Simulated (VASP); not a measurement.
# TaAs (I4_1md) in VASP: notebook

Runs on TaAs. Level: PBEsol+U. Tasks: single point.

Everything below comes from runs of VASP 6.6.1. Logs are shortened: lines on timing, memory, paths and dates and some standing lists are left out, and cuts for length are marked.

## (1) The cell of the first run

Symmetry: I4_1md, No. 109, tetragonal system. The conventional cell has a = 3.444 Å, b = 3.444 Å, c = 11.736 Å, α = 90.00°, β = 90.00°, γ = 90.00°. Ta (site symmetry 2mm) has 6 As at 2.61 to 2.62 Å and 8 Ta at 3.40 to 3.44 Å within 3.5 Å. As (site symmetry 2mm) has 6 Ta at 2.61 to 2.62 Å and 8 As at 3.40 to 3.44 Å within 3.5 Å.

## (2) Single point, PBEsol+U

The input, INCAR:

```
SYSTEM = TaAs
ALGO = Normal
EDIFF = 1E-6
ENCUT = 520
GGA = PS
ISIF = 2
ISMEAR = -1
LASPH = .True.
LCHARG = .False.
LDAU = .True.
LDAUJ = 0 0
LDAUL = 2 -1
LDAUPRINT = 1
LDAUTYPE = 2
LDAUU = 2 0
LMAXMIX = 4
LREAL = .False.
LWAVE = .False.
NBANDS = 24
NELM = 150
PREC = Accurate
SIGMA = 0.05
```

The input, KPOINTS:

```
k-points
0
Gamma
  11 11 11
  0 0 0
```

The input, POSCAR:

```
TaAs
1.0
   -1.7218133622      1.7218133622      5.8679415361
    1.7218133622     -1.7218133622      5.8679415361
    1.7218133622      1.7218133622     -5.8679415361
Ta As
2 2
Direct
    0.4999673000      0.4999673000      0.0000000000
    0.2499673000      0.7499673000      0.5000000000
    0.0826321200      0.0826321200      0.0000000000
    0.8326321200      0.3326321200      0.5000000000
```

Potentials or basis: VASP PAW PBE potentials, release 64 (Ta_pv, As).

Run with:

```sh
$ cat potpaw_PBE.64/Ta_pv/POTCAR potpaw_PBE.64/As/POTCAR > POTCAR
$ mpirun -np 1 vasp_std > vasp.out
```

OUTCAR:

```text
SYSTEM = TaAs
   EDIFF = 1E-6
   ENCUT = 520
   GGA = PS
   ISIF = 2
   ISMEAR = -1
   LASPH = .True.
   LREAL = .False.
   NELM = 150
   PREC = Accurate

 ion  position               nearest neighbor table
   1  0.500  0.500  0.000-   4 2.61   4 2.61   3 2.62   3 2.62   3 2.62   3 2.62   2 3.40   2 3.40
                             2 3.40   2 3.40
   2  0.250  0.750  0.500-   3 2.61   3 2.61   4 2.62   4 2.62   4 2.62   4 2.62   1 3.40   1 3.40
                             1 3.40   1 3.40
   3  0.083  0.083  0.000-   2 2.61   2 2.61   1 2.62   1 2.62   1 2.62   1 2.62
   4  0.833  0.333  0.500-   1 2.61   1 2.61   2 2.62   2 2.62   2 2.62   2 2.62

  LATTYP: Found a body centered tetragonal cell.
 ALAT       =     3.4436267244
 C/A-ratio  =     3.4080009279

  Lattice vectors:

 A1 = (  -1.7218133622,   1.7218133622,   5.8679415361)
 A2 = (   1.7218133622,  -1.7218133622,   5.8679415361)
 A3 = (   1.7218133622,   1.7218133622,  -5.8679415361)

Analysis of symmetry for initial positions (statically):
=====================================================================
 Subroutine PRICEL returns:
 Original cell was already a primitive cell.

 Routine SETGRP: Setting up the symmetry group for a
 body centered tetragonal supercell.

 Subroutine GETGRP returns: Found  8 space group operations
 (whereof  4 operations were pure point group operations)
 out of a pool of 16 trial point group operations.

The static configuration has the point symmetry C_2v.
 The point group associated with its full space group is C_4v.

Analysis of symmetry for dynamics (positions and initial velocities):
=====================================================================
 Subroutine PRICEL returns:
 Original cell was already a primitive cell.

 Routine SETGRP: Setting up the symmetry group for a
 body centered tetragonal supercell.

 Subroutine GETGRP returns: Found  8 space group operations
 (whereof  4 operations were pure point group operations)
 out of a pool of 16 trial point group operations.

The dynamic configuration has the point symmetry C_2v.
 The point group associated with its full space group is C_4v.

 Subroutine INISYM returns: Found  8 space group operations
 (whereof  4 operations are pure point group operations),
 and found     1 'primitive' translations

----------------------------------------------------------------------------------------

                                     Primitive cell

  volume of cell :      69.5854

  direct lattice vectors                    reciprocal lattice vectors
    -1.721813362  1.721813362  5.867941536     0.000000000  0.290391520  0.085208756
     1.721813362 -1.721813362  5.867941536     0.290391520  0.000000000  0.085208756
     1.721813362  1.721813362 -5.867941536     0.290391520  0.290391520  0.000000000

  length of vectors
     6.353111079  6.353111079  6.353111079     0.302634709  0.302634709  0.410675626

  position of ions in fractional coordinates (direct lattice)
     0.499967300  0.499967300  0.000000000
     0.249967300  0.749967300  0.500000000
     0.082632120  0.082632120  0.000000000
     0.832632120  0.332632120  0.500000000

  ion indices of the primitive-cell ions
   primitive index   ion index
                 1           1
                 2           2
                 3           3
                 4           4

----------------------------------------------------------------------------------------

 KPOINTS: k-points

Automatic generation of k-mesh.
[... 98 lines left out ...]
   IVDW    =     0    specifies the selected vdW correction
   LEPSILON=     F    determine dielectric tensor
   LRPA    =     F    only Hartree local field effects (RPA)
 non-spin polarized calculation
  energy-cutoff  :      520.00
  volume of cell :       69.59
 maximum number of plane-waves:      1897
   NGX = 23   NGY = 23   NGZ = 23

atom =   1  type =  1  l = 2

 onsite density matrix

spin component  1

  0.2455  0.0000  0.0000  0.0000  0.0000
  0.0000  0.2364  0.0000  0.0000  0.0000
  0.0000  0.0000  0.2424  0.0000  0.0009
  0.0000  0.0000  0.0000  0.2379  0.0000
  0.0000  0.0000  0.0009  0.0000  0.2169

spin component  2

  0.2455  0.0000  0.0000  0.0000  0.0000
  0.0000  0.2364  0.0000  0.0000  0.0000
  0.0000  0.0000  0.2424  0.0000  0.0009
  0.0000  0.0000  0.0000  0.2379  0.0000
  0.0000  0.0000  0.0009  0.0000  0.2169

 occupancies and eigenvectors

  o =  0.2169  v =  0.0000  0.0000 -0.0344  0.0000  0.9994  0.0000  0.0000  0.0000  0.0000  0.0000      0.0000  0.0000  0.0000  0.0000  0.0000  0.0000  0.0000  0.0000  0.0000  0.0000
  o =  0.2169  v =  0.0000  0.0000  0.0000  0.0000  0.0000  0.0000  0.0000 -0.0344  0.0000  0.9994      0.0000  0.0000  0.0000  0.0000  0.0000  0.0000  0.0000  0.0000  0.0000  0.0000
  o =  0.2364  v =  0.0000  0.0000  0.0000  0.0000  0.0000  0.0000  1.0000  0.0000  0.0000  0.0000      0.0000  0.0000  0.0000  0.0000  0.0000  0.0000  0.0000  0.0000  0.0000  0.0000
  o =  0.2364  v =  0.0000  1.0000  0.0000  0.0000  0.0000  0.0000  0.0000  0.0000  0.0000  0.0000      0.0000  0.0000  0.0000  0.0000  0.0000  0.0000  0.0000  0.0000  0.0000  0.0000
  o =  0.2379  v =  0.0000  0.0000 -0.0000 -1.0000  0.0000  0.0000  0.0000  0.0000  0.0000  0.0000      0.0000  0.0000  0.0000  0.0000  0.0000  0.0000  0.0000  0.0000  0.0000  0.0000
  o =  0.2379  v =  0.0000  0.0000  0.0000  0.0000  0.0000  0.0000  0.0000 -0.0000 -1.0000  0.0000      0.0000  0.0000  0.0000  0.0000  0.0000  0.0000  0.0000  0.0000  0.0000  0.0000
  o =  0.2425  v =  0.0000  0.0000 -0.9994  0.0000 -0.0344  0.0000  0.0000  0.0000  0.0000  0.0000      0.0000  0.0000  0.0000  0.0000  0.0000  0.0000  0.0000  0.0000  0.0000  0.0000
  o =  0.2425  v =  0.0000  0.0000  0.0000  0.0000  0.0000  0.0000  0.0000 -0.9994  0.0000 -0.0344      0.0000  0.0000  0.0000  0.0000  0.0000  0.0000  0.0000  0.0000  0.0000  0.0000
  o =  0.2455  v =  1.0000  0.0000  0.0000  0.0000  0.0000  0.0000  0.0000  0.0000  0.0000  0.0000      0.0000  0.0000  0.0000  0.0000  0.0000  0.0000  0.0000  0.0000  0.0000  0.0000
  o =  0.2455  v =  0.0000  0.0000  0.0000  0.0000  0.0000  1.0000  0.0000  0.0000  0.0000  0.0000      0.0000  0.0000  0.0000  0.0000  0.0000  0.0000  0.0000  0.0000  0.0000  0.0000

atom =   2  type =  1  l = 2

 onsite density matrix

spin component  1

  0.2455  0.0000  0.0000  0.0000  0.0000
  0.0000  0.2379  0.0000  0.0000  0.0000
  0.0000  0.0000  0.2424  0.0000 -0.0009
  0.0000  0.0000  0.0000  0.2364  0.0000
  0.0000  0.0000 -0.0009  0.0000  0.2169

spin component  2

  0.2455  0.0000  0.0000  0.0000  0.0000
  0.0000  0.2379  0.0000  0.0000  0.0000
  0.0000  0.0000  0.2424  0.0000 -0.0009
  0.0000  0.0000  0.0000  0.2364  0.0000
  0.0000  0.0000 -0.0009  0.0000  0.2169

 occupancies and eigenvectors

  o =  0.2169  v =  0.0000  0.0000 -0.0344  0.0000 -0.9994  0.0000  0.0000  0.0000  0.0000  0.0000      0.0000  0.0000  0.0000  0.0000  0.0000  0.0000  0.0000  0.0000  0.0000  0.0000
  o =  0.2169  v =  0.0000  0.0000  0.0000  0.0000  0.0000  0.0000  0.0000 -0.0344  0.0000 -0.9994      0.0000  0.0000  0.0000  0.0000  0.0000  0.0000  0.0000  0.0000  0.0000  0.0000
  o =  0.2364  v =  0.0000  0.0000  0.0000  1.0000  0.0000  0.0000  0.0000  0.0000  0.0000  0.0000      0.0000  0.0000  0.0000  0.0000  0.0000  0.0000  0.0000  0.0000  0.0000  0.0000
  o =  0.2364  v =  0.0000  0.0000  0.0000  0.0000  0.0000  0.0000  0.0000  0.0000  1.0000  0.0000      0.0000  0.0000  0.0000  0.0000  0.0000  0.0000  0.0000  0.0000  0.0000  0.0000
  o =  0.2379  v =  0.0000  0.0000  0.0000  0.0000  0.0000  0.0000  1.0000  0.0000  0.0000  0.0000      0.0000  0.0000  0.0000  0.0000  0.0000  0.0000  0.0000  0.0000  0.0000  0.0000
  o =  0.2379  v =  0.0000  1.0000  0.0000  0.0000  0.0000  0.0000  0.0000  0.0000  0.0000  0.0000      0.0000  0.0000  0.0000  0.0000  0.0000  0.0000  0.0000  0.0000  0.0000  0.0000
  o =  0.2425  v =  0.0000  0.0000 -0.9994  0.0000  0.0344  0.0000  0.0000  0.0000  0.0000  0.0000      0.0000  0.0000  0.0000  0.0000  0.0000  0.0000  0.0000  0.0000  0.0000  0.0000
  o =  0.2425  v =  0.0000  0.0000  0.0000  0.0000  0.0000  0.0000  0.0000 -0.9994  0.0000  0.0344      0.0000  0.0000  0.0000  0.0000  0.0000  0.0000  0.0000  0.0000  0.0000  0.0000
  o =  0.2455  v =  0.0000  0.0000  0.0000  0.0000  0.0000  1.0000  0.0000  0.0000  0.0000  0.0000      0.0000  0.0000  0.0000  0.0000  0.0000  0.0000  0.0000  0.0000  0.0000  0.0000
  o =  0.2455  v =  1.0000  0.0000  0.0000  0.0000  0.0000  0.0000  0.0000  0.0000  0.0000  0.0000      0.0000  0.0000  0.0000  0.0000  0.0000  0.0000  0.0000  0.0000  0.0000  0.0000

 number of electron      32.0000002 magnetization

 Free energy of the ion-electron system (eV)
  ---------------------------------------------------
  ext. energy  EPLUGINS =         0.00000000
  ---------------------------------------------------
  free energy    TOTEN  =       -34.06793424 eV

  energy without entropy =      -34.06344929  energy(sigma->0) =      -34.06569176

 E-fermi :   7.0341     XC(G=0): -12.0212

 val. band max:        7.0280992248   @ k =  -0.1818   0.3636   0.1818
 cond. band min:       7.0414910395   @ k =  -0.1818  -0.4545   0.1818
 fundamental gap:      0.0133918147
 Fermi energy:         7.0341495667

 k-point     1 :       0.0000    0.0000    0.0000
  band No.  band energies     occupation
      1     -28.3791      2.00000
      2     -28.3428      2.00000
      3     -28.3428      2.00000
      4     -28.1960      2.00000
      5     -28.1960      2.00000
      6     -28.1462      2.00000
[... 637 lines left out ...]
     23      11.0619      0.00000
     24      12.3999      0.00000

 [... further k-points ...]

------------------------ aborting loop because EDIFF is reached ----------------------------------------

  FORCE on cell =-STRESS in cart. coord.  units (eV):
  Direction    XX          YY          ZZ          XY          YZ          ZX
  --------------------------------------------------------------------------------------
  -------------------------------------------------------------------------------------
  Total        0.0977107      0.0977107     -0.3347164      0.0000000      0.0000000      0.0000000
  in kB        2.2497519      2.2497519     -7.7067211      0.0000000      0.0000000      0.0000000
  external PRESSURE =      -1.0690724 kB  Pullay stress =       0.0000000 kB

 VOLUME and BASIS-vectors are now :
 -----------------------------------------------------------------------------
  energy-cutoff  :      520.00
  volume of cell :       69.59
      direct lattice vectors                 reciprocal lattice vectors
    -1.721813362  1.721813362  5.867941536     0.000000000  0.290391520  0.085208756
     1.721813362 -1.721813362  5.867941536     0.290391520  0.000000000  0.085208756
     1.721813362  1.721813362 -5.867941536     0.290391520  0.290391520  0.000000000

 POSITION                                       TOTAL-FORCE (eV/Angst)
 -----------------------------------------------------------------------------------
      0.00000      0.00000      5.86756         0.000000      0.000000      0.023411
      1.72181      0.00000      2.93359        -0.000000     -0.000000      0.023411
      0.00000      0.00000      0.96976         0.000000     -0.000000     -0.023411
      0.00000      1.72181      3.90373        -0.000000      0.000000     -0.023411
 -----------------------------------------------------------------------------------
    total drift:                                0.000000      0.000000      0.000198

  FREE ENERGIE OF THE ION-ELECTRON SYSTEM (eV)
  ---------------------------------------------------
  free  energy   TOTEN  =       -34.0679342400 eV

  energy  without entropy=      -34.0634492880  energy(sigma->0) =      -34.06569176
```

Wall time 3.6 min (1 thread of AMD EPYC 9R45 (Zen 5), shared host); peak memory 0.41 GiB.

What came out:

| Property | Result |
| --- | --- |
| Free energy | -34.0679 eV |
| Pressure | -0.1 GPa |
| Largest force | 0.023 eV/Å |
| Band gap on the k mesh | zero (bands 16 and 17 overlap by 0.01 eV) |

Forces on the atoms (eV/Å):
```
Ta   0.000  0.000  0.023
Ta   0.000  0.000  0.023
As   0.000  0.000 -0.023
As   0.000  0.000 -0.023
```

Stress tensor (GPa, compression positive):
```
 0.22  0.00  0.00
 0.00  0.22  0.00
 0.00  0.00 -0.77
```

Levels at points of the mesh, in eV from the Fermi level:
| k point | band 12 | band 13 | band 14 | band 15 | band 16 | band 17 | band 18 | band 19 | band 20 | band 21 |
| --- | --- | --- | --- | --- | --- | --- | --- | --- | --- | --- |
| (0.00, 0.00, 0.00) | -2.53 | -2.38 | -1.98 | -1.70 | -1.70 | 0.95 | 1.62 | 2.26 | 3.07 | 3.07 |

Eigenvalues of the final occupation matrices:
| site | spin | trace | eigenvalues |
| --- | --- | --- | --- |
| site 1 d | 1 | 1.18 | 0.22 0.24 0.24 0.24 0.25 |
| site 1 d | 2 | 1.18 | 0.22 0.24 0.24 0.24 0.25 |
| site 2 d | 1 | 1.18 | 0.22 0.24 0.24 0.24 0.25 |
| site 2 d | 2 | 1.18 | 0.22 0.24 0.24 0.24 0.25 |

Caveat: the PAW data sets were made with another functional, which shifts forces and pressure a little; spin-orbit coupling is left out, which moves the levels of the heavy elements; U without spin polarisation on a metal has little footing; the U is typed as a test and isn't derived for this compound.

## (3) Single point, PBEsol+U

The input, INCAR:

```
SYSTEM = TaAs
PREC = Accurate
ENCUT = 520
EDIFF = 1E-7
ISMEAR = -1
SIGMA = 0.05
LREAL = .False.
LASPH = .True.
NELM = 150
ALGO = Normal
ISIF = 2
LWAVE = .False.
LCHARG = .False.
LMAXMIX = 4
LDAU = .True.
LDAUTYPE = 2
LDAUL = 2 -1
LDAUU = 8 0
LDAUJ = 0 0
LDAUPRINT = 1
GGA = PS
NBANDS = 24
```

The input, KPOINTS:

```
regular mesh
0
Gamma
  11 11 11
  0 0 0
```

POSCAR is that of step 2.

Potentials or basis: VASP PAW PBE potentials, release 64 (Ta_pv, As).

Run with:

```sh
$ cat potpaw_PBE.64/Ta_pv/POTCAR potpaw_PBE.64/As/POTCAR > POTCAR
$ mpirun -np 1 vasp_std > vasp.out
```

Wall time 4.2 min (1 thread of AMD EPYC 9R45 (Zen 5), shared host); peak memory 0.41 GiB.

Results (log left out):

```yaml
Free_energy: -23.7032 eV
Pressure: 10.4 GPa
Largest_force: 0.029 eV/Å
Band_gap_on_the_k_mesh: zero (bands 16 and 17 overlap by 0.03 eV)
```

Forces in eV/Å, atoms in the order of the input:
```
Ta   0.000  0.000  0.029
Ta   0.000  0.000  0.029
As   0.000  0.000 -0.029
As   0.000  0.000 -0.029
```

Stress tensor (GPa, compression positive):
```
11.05  0.00  0.00
 0.00 11.05  0.00
 0.00  0.00  9.13
```

Levels at points of the mesh, in eV from the Fermi level:
| k point | band 14 | band 15 | band 16 | band 17 | band 18 | band 19 |
| --- | --- | --- | --- | --- | --- | --- |
| (0.00, 0.00, 0.00) | -2.11 | -2.02 | -2.02 | 1.06 | 1.78 | 1.98 |

Eigenvalues of the final occupation matrices:
```tsv
site	spin	trace	eigenvalues
site 1 d	1	1.04	0.19 0.21 0.21 0.21 0.22
site 1 d	2	1.04	0.19 0.21 0.21 0.21 0.22
site 2 d	1	1.04	0.19 0.21 0.21 0.21 0.22
site 2 d	2	1.04	0.19 0.21 0.21 0.21 0.22
```

Caveat: the cell stands under pressure; the PAW data sets were made with another functional, which shifts forces and pressure a little; spin-orbit coupling is left out, which moves the levels of the heavy elements; U without spin polarisation on a metal has little footing; the U is typed as a test and isn't derived for this compound.
